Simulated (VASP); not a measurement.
The system is BaTiO3.

```
CELL_PARAMETERS angstrom
3.99980 0.00000 0.00000
0.00000 3.99980 0.00000
0.00000 0.00000 4.01800
ATOMIC_POSITIONS crystal
Ba 0.00000 0.00000 0.00000
Ti 0.50000 0.50000 0.49000
O 0.50000 0.50000 0.01900
O 0.50000 0.00000 0.51700
O 0.00000 0.50000 0.51700
```

Base run:

- Program: VASP 6.6.1
- Functional: PBE
- Dispersion: D3(BJ)
- Potentials or basis: VASP PAW PBE potentials, release 64 (Ba_sv, Ti_sv, O)
- Cutoff: 520 eV
- k mesh: 6 × 6 × 6
- Occupations: gaussian, width 0.01 eV
- Spin: no spin polarisation
- Hubbard terms: Ti d U = 2.0 eV

Its results: band gap on the k mesh 2.00 eV (least direct gap 2.30 eV); pressure 2.5 GPa; largest force 0.171 eV/Å.

After a change of settings the same cell gave: band gap on the k mesh 2.25 eV (least direct gap 2.56 eV); pressure 4.1 GPa; largest force 0.467 eV/Å. Which change was it?
A. hubbard terms from Ti d U = 2.0 eV to Ti d U = 6.0 eV; further incar settings from ALGO = Normal; EDIFF = 1e-06; NBANDS = 28 to ALGO = Normal; EDIFF = 1e-07; NBANDS = 28
B. hubbard terms from Ti d U = 2.0 eV to none; further incar settings from ALGO = Normal; EDIFF = 1e-06; NBANDS = 28 to ALGO = Normal; EDIFF = 1e-07; NBANDS = 28
C. hubbard terms from Ti d U = 2.0 eV to Ti d U = 4.0 eV

C.

Caveats: spin-orbit coupling is left out, which moves the levels of the heavy elements; the cell stands under pressure (at least some runs).
